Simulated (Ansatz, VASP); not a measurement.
One calculation of MoS2, two programs

The input INCAR:

```
  PREC = Accurate
  ENCUT = 520
  EDIFF = 1E-7
  ISMEAR = 0
  SIGMA = 0.01
  LREAL = False
  LASPH = True
  NELM = 80
  ALGO = Normal
  ISIF = 2
  LWAVE = False
  LCHARG = False
  GGA = PS
  IBRION = 2
  NSW = 50
  EDIFFG = -0.002
```

Contents of KPOINTS:

```
Automatic mesh
0
Gamma
  8 8 8
```

POSCAR

```
MoS2
1.0
    1.5794273355      0.9118827973      6.3121551553
   -1.5794273355      0.9118827973      6.3121551553
    0.0000000000     -1.8237655946      6.3121551553
Mo S
1 2
Direct
    0.0001015293      0.0001015293      0.0001015293
    0.2507582619      0.2507582619      0.2507582619
    0.4161402089      0.4161402089      0.4161402089
```

Input for Ansatz:

```yaml
crystal:
  lattice:
    - [1.57942733549, 0.91188279731, 6.31215515532]
    - [-1.57942733549, 0.91188279731, 6.31215515532]
    - [0.0, -1.82376559462, 6.31215515532]
  atoms:
    - { symbol: Mo, position: [0.000101529263, 0.000101529263, 0.000101529263] }
    - { symbol: S, position: [0.250758261883, 0.250758261883, 0.250758261883] }
    - { symbol: S, position: [0.416140208854, 0.416140208854, 0.416140208854] }
kpoints:
  mp_grid: { grid: [8, 8, 8] }
scf:
  occupations: { method: fixed }
  convergence: { dr2_threshold: 1.0e-10 }
hamiltonian:
  xc: pbesol
  pseudopotentials: { kind: all_electron, lapw: { basis_error: 0.0005 } }
output:
  forces: true
  stress: true
  eigenstates:
    kpoints:
      - [0.0, 0.0, 0.0]
      - [0.0, -0.18008219, 0.180082189]
      - [-0.18008219, 0.0, 0.180082189]
      - [-0.18008219, 0.180082189, 0.0]
      - [0.5, 0.5, 0.5]
      - [0.0, 0.0, 0.5]
      - [0.0, 0.5, 0.0]
      - [0.5, 0.0, 0.0]
      - [0.5, 0.0, 0.5]
      - [0.5, 0.5, 0.0]
      - [0.0, 0.5, 0.5]
relax:
  f_tol: 0.002
  max_steps: 30
```

Alike in both runs: task relaxation of the atoms; functional PBEsol; k mesh 8 × 8 × 8; no spin polarisation.

|  | VASP | Ansatz |
| --- | --- | --- |
| version | VASP 6.6.1 | Ansatz 0.2.0 |
| potentials or method | VASP PAW PBE potentials, release 64 (Mo_sv, S), cutoff 520 eV | all-electron LAPW, scalar-relativistic |
| occupations | gaussian, width 0.01 eV | fixed |

Ansatz gave:

* gap on the k mesh at the Fermi level, each at its own relaxed structure (eV): 1.12

Question: Estimate VASP's values.

Answer: gap on the k mesh at the Fermi level, each at its own relaxed structure (eV): 1.13.

VASP's potentials were made for PBE, not for PBEsol. Ansatz ran all-electron here, and VASP with PAW potentials.
